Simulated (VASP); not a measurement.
Set up this calculation in VASP 6.6.1, as the native input.

- Task: single point
- Functional: PBEsol
- Potentials or basis: VASP PAW PBE potentials, release 64 (Ca_sv)
- Cutoff: 520 eV
- k mesh: 13 × 13 × 13
- Occupations: fermi-dirac, width 0.05 eV
- Spin: no spin polarisation
- Dipole correction: no
- Further INCAR settings: ALGO = Normal; EDIFF = 1e-07; NBANDS = 11

The structure of Ca lies in POSCAR:

```
Ca
1.0
    0.0000000000      2.2350998993      2.2350998993
    2.2350998993      0.0000000000      2.2350998993
    2.2350998993      2.2350998993      0.0000000000
Ca
1
Direct
    0.0000000000      0.0000000000      0.0000000000
```

This cell differs from its parent crystal: volume scaled by 0.55.

One way to write it, as run:

INCAR

```
ALGO     = Normal         # electronic algorithm
EDIFF    = 1E-7           # SCF threshold, eV
ENCUT    = 520            # plane-wave cutoff, eV
GGA      = PS             # functional
ISIF     = 2              # what is computed and relaxed
ISMEAR   = -1             # smearing method
LASPH    = True           # aspherical terms in the spheres
LCHARG   = False          # write CHGCAR
LREAL    = False          # projectors in reciprocal space
LWAVE    = False          # write WAVECAR
NBANDS   = 11             # bands
NELM     = 80             # most SCF steps
PREC     = Accurate       # precision mode
SIGMA    = 0.05           # smearing width, eV
```

KPOINTS

```
k-points
0
Gamma
  13 13 13
```

Potentials or basis: VASP PAW PBE potentials, release 64 (Ca_sv).

Run with:

```sh
$ cat potpaw_PBE.64/Ca_sv/POTCAR > POTCAR
$ mpirun -np 1 vasp_std > vasp.out
```

It gave:

| Quantity | Value |
| --- | --- |
| Pressure | 26.1 GPa |
| Band gap on the k mesh | zero (band 5 reaches 5.01 eV, above the bottom of band 6 at 4.88 eV) |

Caveat: the PAW data sets were made with another functional, which shifts forces and pressure a little.

It took 8.2 s on 1 thread of Intel(R) Xeon(R) Platinum 8488C (Sapphire Rapids), on a shared host, peak memory 0.15 GiB.
